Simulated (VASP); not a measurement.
# PbS (Pm-3m) in VASP: notebook

Runs on PbS. Level: PBEsol. Tasks: single point.

Everything below comes from runs of VASP 6.6.1. Logs are shortened: lines on timing, memory, paths and dates and some standing lists are left out, and cuts for length are marked.

## Step 1: The cell of the first run

The structure is cubic, space group Pm-3m (No. 221). Conventional cell: a = 3.519 Å, b = 3.519 Å, c = 3.519 Å, α = 90.00°, β = 90.00°, γ = 90.00°. Pb (site symmetry m-3m) has 8 S at 3.05 Å and 6 Pb at 3.52 Å within 4.0 Å. Within 4.0 Å of S (site symmetry m-3m) lie 8 Pb at 3.05 Å and 6 S at 3.52 Å.

## Step 2: Single point, PBEsol (volume scaled by 0.944 of the coarse rest volume)

INCAR

```
SYSTEM = PbS
PREC = Accurate
ENCUT = 500
EDIFF = 1E-6
ISMEAR = -1
SIGMA = 0.15
LREAL = .False.
LASPH = .True.
NELM = 120
ALGO = Normal
ISIF = 2
LWAVE = .False.
LCHARG = .False.
GGA = PS
NBANDS = 17
GGA_COMPAT = .False.
```

KPOINTS

```
regular mesh
0
Gamma
  12 12 12
  0 0 0
```

POSCAR

```
PbS
1.0
    3.5191000000      0.0000000000      0.0000000000
    0.0000000000      3.5191000000      0.0000000000
    0.0000000000      0.0000000000      3.5191000000
Pb S
1 1
Direct
    0.0000000000      0.0000000000      0.0000000000
    0.5000000000      0.5000000000      0.5000000000
```

Potentials or basis: VASP PAW PBE potentials, release 64 (Pb_d, S).

Launch:

```
$ cat potpaw_PBE.64/Pb_d/POTCAR potpaw_PBE.64/S/POTCAR > POTCAR
$ mpirun -np 1 vasp_std > vasp.out
```

OUTCAR:

```text
SYSTEM = PbS
   PREC = Accurate
   ENCUT = 500
   EDIFF = 1E-6
   ISMEAR = -1
   LREAL = .False.
   LASPH = .True.
   NELM = 120
   ISIF = 2
   GGA = PS

 ion  position               nearest neighbor table
   1  0.000  0.000  0.000-   2 3.05   2 3.05   2 3.05   2 3.05   2 3.05   2 3.05   2 3.05   2 3.05

   2  0.500  0.500  0.500-   1 3.05   1 3.05   1 3.05   1 3.05   1 3.05   1 3.05   1 3.05   1 3.05

  LATTYP: Found a simple cubic cell.
 ALAT       =     3.5191000000

  Lattice vectors:

 A1 = (   3.5191000000,   0.0000000000,   0.0000000000)
 A2 = (   0.0000000000,   3.5191000000,   0.0000000000)
 A3 = (   0.0000000000,   0.0000000000,   3.5191000000)

Analysis of symmetry for initial positions (statically):
=====================================================================
 Subroutine PRICEL returns:
 Original cell was already a primitive cell.

 Routine SETGRP: Setting up the symmetry group for a
 simple cubic supercell.

 Subroutine GETGRP returns: Found 48 space group operations
 (whereof 48 operations were pure point group operations)
 out of a pool of 48 trial point group operations.

The static configuration has the point symmetry O_h .

Analysis of symmetry for dynamics (positions and initial velocities):
=====================================================================
 Subroutine PRICEL returns:
 Original cell was already a primitive cell.

 Routine SETGRP: Setting up the symmetry group for a
 simple cubic supercell.

 Subroutine GETGRP returns: Found 48 space group operations
 (whereof 48 operations were pure point group operations)
 out of a pool of 48 trial point group operations.

The dynamic configuration has the point symmetry O_h .

 Subroutine INISYM returns: Found 48 space group operations
 (whereof 48 operations are pure point group operations),
 and found     1 'primitive' translations

----------------------------------------------------------------------------------------

                                     Primitive cell

  volume of cell :      43.5808

  direct lattice vectors                    reciprocal lattice vectors
     3.519100000  0.000000000  0.000000000     0.284163565  0.000000000  0.000000000
     0.000000000  3.519100000  0.000000000     0.000000000  0.284163565  0.000000000
     0.000000000  0.000000000  3.519100000     0.000000000  0.000000000  0.284163565

[... 74 lines left out ...]
   PREC   = accura    normal or accurate (medium, high low for compatibility)
   ISTART =      0    job   : 0-new  1-cont  2-samecut
   ICHARG =      2    charge: 1-file 2-atom 10-const
   ISPIN  =      1    spin polarized calculation?
   LNONCOLLINEAR =      F non collinear calculations
   LSORBIT =      F    spin-orbit coupling
   LASPH  =      T    aspherical Exc in radial PAW
   ENCUT  =  500.0 eV  36.75 Ry    6.06 a.u.   6.42  6.42  6.42*2*pi/ulx,y,z
   NELM   =    120;   NELMIN=  2; NELMDL= -5     # of ELM steps
   EDIFF  = 0.1E-05   stopping-criterion for ELM
   LREAL  =      F    real-space projection
   EDIFFG = 0.1E-04   stopping-criterion for IOM
   NSW    =      0    number of steps for IOM
   IBRION =     -1    ionic relax: 0-MD 1-quasi-New 2-CG
   NFREE  =      0    steps in history (QN), initial steepest desc. (CG)
   ISIF   =      2    stress and relaxation
   ISYM   =      2    0-nonsym 1-usesym 2-fastsym
   POTIM  = 0.5000    time-step for ionic-motion
   TEBEG  =    0.0;   TEEND  =   0.0 temperature during run
   PSTRESS=    0.0 pullay stress
   NELECT =      20.0000    total number of electrons
   NUPDOWN=      -1.0000    fix difference up-down
   EMIN   =  10.00;   EMAX   =-10.00  energy-range for DOS
   EFERMI =   0.00;   METHOD = LEGACY
   ISMEAR =    -1;   SIGMA  =   0.15  broadening in eV -4-tet -1-fermi 0-gaus
   EFERMI_NEDOS =   21; number of points for ismear=-14 and -15
   IALGO  =     38    algorithm
   IMIX   =      4    mixing-type and parameters
     AMIX     =   0.40;   BMIX     =  1.00
     AMIX_MAG =   1.60;   BMIX_MAG =  1.00
  volume/ion in A,a.u.               =      21.79       147.05
  Fermi-wavevector in a.u.,A,eV,Ry     =   1.262757  2.386265 21.695251  1.594556
  Thomas-Fermi vector in A             =   2.396149
   LORBIT       =      0    0 simple, 1 ext, 2 COOP (PROOUT), +10 PAW based schemes
   GGA     = PS    functional components
   LHFCALC =     F    Hartree Fock is set to
   AEXX    =    0.0000 exact exchange contribution
   IVDW    =     0    specifies the selected vdW correction
   LEPSILON=     F    determine dielectric tensor
   LRPA    =     F    only Hartree local field effects (RPA)
 non-spin polarized calculation
  energy-cutoff  :      500.00
  volume of cell :       43.58
 maximum number of plane-waves:      1141
 NGX is ok and might be reduce to    28
   NGX = 13   NGY = 13   NGZ = 13

 number of electron      20.0000004 magnetization

 Free energy of the ion-electron system (eV)
  ---------------------------------------------------
  ext. energy  EPLUGINS =         0.00000000
  ---------------------------------------------------
  free energy    TOTEN  =        -9.02094612 eV

  energy without entropy =       -8.97180046  energy(sigma->0) =       -8.99637329

 E-fermi :   7.3880     XC(G=0): -10.9047

 val. band max:        7.3558650571   @ k =   0.5000   0.4167   0.4167
 cond. band min:       7.4694609354   @ k =   0.1667   0.1667   0.1667
 fundamental gap:      0.1135958783
 Fermi energy:         7.3880411273

 k-point     1 :       0.0000    0.0000    0.0000
  band No.  band energies     occupation
      1      -9.4830      2.00000
      2      -9.4830      2.00000
      3      -9.1853      2.00000
      4      -9.1853      2.00000
      5      -9.1853      2.00000
      6      -6.6742      2.00000
[... 457 lines left out ...]
      4      -9.2381      2.00000
      5      -9.1658      2.00000
      6      -4.4244      2.00000
[... 9 lines left out ...]
     16      18.3687      0.00000
     17      18.9221      0.00000

 [... further k-points ...]
[... 5 lines left out ...]
  --------------------------------------------------------------------------------------
  -------------------------------------------------------------------------------------
  Total        0.9415346      0.9415346      0.9415346      0.0000000     -0.0000000      0.0000000
  in kB       34.6140200     34.6140200     34.6140200      0.0000000     -0.0000000      0.0000000
  external PRESSURE =      34.6140200 kB  Pullay stress =       0.0000000 kB

 VOLUME and BASIS-vectors are now :
 -----------------------------------------------------------------------------
  energy-cutoff  :      500.00
  volume of cell :       43.58
      direct lattice vectors                 reciprocal lattice vectors
     3.519100000  0.000000000  0.000000000     0.284163565  0.000000000  0.000000000
     0.000000000  3.519100000  0.000000000     0.000000000  0.284163565  0.000000000
     0.000000000  0.000000000  3.519100000     0.000000000  0.000000000  0.284163565

 POSITION                                       TOTAL-FORCE (eV/Angst)
 -----------------------------------------------------------------------------------
      0.00000      0.00000      0.00000         0.000000      0.000000      0.000000
      1.75955      1.75955      1.75955         0.000000      0.000000      0.000000
 -----------------------------------------------------------------------------------
    total drift:                               -0.000000      0.000000      0.000000

  FREE ENERGIE OF THE ION-ELECTRON SYSTEM (eV)
  ---------------------------------------------------
  free  energy   TOTEN  =        -9.0209461160 eV

  energy  without entropy=       -8.9718004561  energy(sigma->0) =       -8.99637329
```

It took 67 s on 1 thread of Intel Xeon 8259CL, shared host; peak memory 0.2 GiB.

Results:

| Property | Result |
| --- | --- |
| Free energy | -9.0209 eV |
| Pressure | 3.5 GPa |
| Band gap on the k mesh | zero (band 10 reaches 7.51 eV, above the bottom of band 11 at 6.47 eV) |

Levels at points of the mesh, in eV from the Fermi level:
```tsv
k point	band 8	band 9	band 10	band 11	band 12	band 13
(0.00, 0.00, 0.00)	-1.99	-1.99	-1.99	5.19	5.19	7.31
(0.50, 0.00, 0.00)	-0.65	-0.65	0.12	0.34	4.03	4.03
(0.50, 0.50, 0.00)	-5.25	-5.25	-0.46	4.53	4.53	6.57
(0.50, 0.50, 0.50)	-2.87	-2.87	-2.87	-0.92	-0.92	-0.92
```

Caveat: the PAW data sets were made with another functional, which shifts forces and pressure a little; spin-orbit coupling is left out, which moves the levels of the heavy elements.

## Step 3: Single point, PBEsol (volume scaled by 1.000 of the coarse rest volume)

INCAR

```
SYSTEM = PbS
PREC = Accurate ; ENCUT = 500
EDIFF = 1E-6 ; ISMEAR = -1
SIGMA = 0.15 ; LREAL = .False.
LASPH = .True. ; NELM = 120
ALGO = Normal ; ISIF = 2
LWAVE = .False. ; LCHARG = .False.
GGA = PS ; NBANDS = 17
GGA_COMPAT = .False.
```

KPOINTS

```
Automatic mesh
0
Gamma
  12 12 12
  0 0 0
```

POSCAR

```
PbS
1.0
    3.5873000000      0.0000000000      0.0000000000
    0.0000000000      3.5873000000      0.0000000000
    0.0000000000      0.0000000000      3.5873000000
Pb S
1 1
Direct
    0.0000000000      0.0000000000      0.0000000000
    0.5000000000      0.5000000000      0.5000000000
```

Potentials or basis: VASP PAW PBE potentials, release 64 (Pb_d, S).

Launch:

```
$ cat potpaw_PBE.64/Pb_d/POTCAR potpaw_PBE.64/S/POTCAR > POTCAR
$ mpirun -np 1 vasp_std > vasp.out
```

OUTCAR:

```text
SYSTEM = PbS
   PREC = Accurate
   ENCUT = 500
   EDIFF = 1E-6
   ISMEAR = -1
   LREAL = .False.
   LASPH = .True.
   NELM = 120
   ISIF = 2
   GGA = PS

 ion  position               nearest neighbor table
   1  0.000  0.000  0.000-   2 3.11   2 3.11   2 3.11   2 3.11   2 3.11   2 3.11   2 3.11   2 3.11

   2  0.500  0.500  0.500-   1 3.11   1 3.11   1 3.11   1 3.11   1 3.11   1 3.11   1 3.11   1 3.11

  LATTYP: Found a simple cubic cell.
 ALAT       =     3.5873000000

  Lattice vectors:

 A1 = (   3.5873000000,   0.0000000000,   0.0000000000)
 A2 = (   0.0000000000,   3.5873000000,   0.0000000000)
 A3 = (   0.0000000000,   0.0000000000,   3.5873000000)

Analysis of symmetry for initial positions (statically):
=====================================================================
 Subroutine PRICEL returns:
 Original cell was already a primitive cell.

 Routine SETGRP: Setting up the symmetry group for a
 simple cubic supercell.

 Subroutine GETGRP returns: Found 48 space group operations
[... 156 lines left out ...]

 Free energy of the ion-electron system (eV)
  ---------------------------------------------------
  ext. energy  EPLUGINS =         0.00000000
  ---------------------------------------------------
  free energy    TOTEN  =        -9.04431257 eV

  energy without entropy =       -8.99768747  energy(sigma->0) =       -9.02100002

 E-fermi :   6.6700     XC(G=0): -10.6212

 val. band max:        6.6291674258   @ k =   0.5000   0.0000   0.0000
 cond. band min:       6.6827144774   @ k =   0.1667   0.1667   0.1667
 fundamental gap:      0.0535470516
 Fermi energy:         6.6699903889

 k-point     1 :       0.0000    0.0000    0.0000
  band No.  band energies     occupation
      1     -10.1758      2.00000
      2     -10.1758      2.00000
      3      -9.9251      2.00000
      4      -9.9251      2.00000
      5      -9.9251      2.00000
      6      -6.9351      2.00000
[... 457 lines left out ...]
      4      -9.9682      2.00000
      5      -9.9116      2.00000
      6      -4.9420      2.00000
[... 9 lines left out ...]
     16      17.2118      0.00000
     17      17.9474      0.00000

 [... further k-points ...]
[... 5 lines left out ...]
  --------------------------------------------------------------------------------------
  -------------------------------------------------------------------------------------
  Total       -0.1546289     -0.1546289     -0.1546289      0.0000000     -0.0000000      0.0000000
  in kB       -5.3665875     -5.3665875     -5.3665875      0.0000000     -0.0000000      0.0000000
  external PRESSURE =      -5.3665875 kB  Pullay stress =       0.0000000 kB

 VOLUME and BASIS-vectors are now :
 -----------------------------------------------------------------------------
  energy-cutoff  :      500.00
  volume of cell :       46.16
      direct lattice vectors                 reciprocal lattice vectors
     3.587300000  0.000000000  0.000000000     0.278761185  0.000000000  0.000000000
     0.000000000  3.587300000  0.000000000     0.000000000  0.278761185  0.000000000
     0.000000000  0.000000000  3.587300000     0.000000000  0.000000000  0.278761185

 POSITION                                       TOTAL-FORCE (eV/Angst)
 -----------------------------------------------------------------------------------
      0.00000      0.00000      0.00000         0.000000      0.000000      0.000000
      1.79365      1.79365      1.79365         0.000000      0.000000      0.000000
 -----------------------------------------------------------------------------------
    total drift:                               -0.000000      0.000000      0.000000

  FREE ENERGIE OF THE ION-ELECTRON SYSTEM (eV)
  ---------------------------------------------------
  free  energy   TOTEN  =        -9.0443125733 eV

  energy  without entropy=       -8.9976874692  energy(sigma->0) =       -9.02100002
```

OSZICAR:

```text
N       E                     dE             d eps       ncg     rms          rms(c)
DAV:   1     0.156560611490E+03    0.15656E+03   -0.95921E+03  2888   0.125E+03
DAV:   2     0.172376734606E+01   -0.15484E+03   -0.14925E+03  3100   0.320E+02
DAV:   3    -0.927926976260E+01   -0.11003E+02   -0.10781E+02  3762   0.894E+01
DAV:   4    -0.953952408265E+01   -0.26025E+00   -0.25986E+00  3660   0.143E+01
DAV:   5    -0.954844852144E+01   -0.89244E-02   -0.89238E-02  4174   0.265E+00    0.436E+00
DAV:   6    -0.905481725751E+01    0.49363E+00   -0.12929E+00  4490   0.895E+00    0.302E+00
DAV:   7    -0.904898573861E+01    0.58315E-02   -0.97954E-02  3304   0.167E+00    0.169E+00
DAV:   8    -0.904483342110E+01    0.41523E-02   -0.14657E-02  3328   0.104E+00    0.209E-01
DAV:   9    -0.904429068108E+01    0.54274E-03   -0.29863E-03  4334   0.372E-01    0.872E-02
DAV:  10    -0.904432321314E+01   -0.32532E-04   -0.23932E-04  3775   0.123E-01    0.791E-02
DAV:  11    -0.904431315095E+01    0.10062E-04   -0.32790E-05  4015   0.417E-02    0.758E-03
DAV:  12    -0.904431257332E+01    0.57762E-06   -0.24687E-06  3009   0.115E-02
   1 F= -.90443126E+01 E0= -.90210000E+01  d E =-.466251E-01
```

Wall time 75 s (1 thread of Intel Xeon 8259CL, shared host); peak memory 0.2 GiB.

What came out:

```
Free energy            : -9.0443 eV
Pressure               : -0.5 GPa
Band gap on the k mesh : zero (band 10 reaches 6.68 eV, above the bottom of band 11 at 5.93 eV)
```

Caveat: the PAW data sets were made with another functional, which shifts forces and pressure a little; spin-orbit coupling is left out, which moves the levels of the heavy elements.
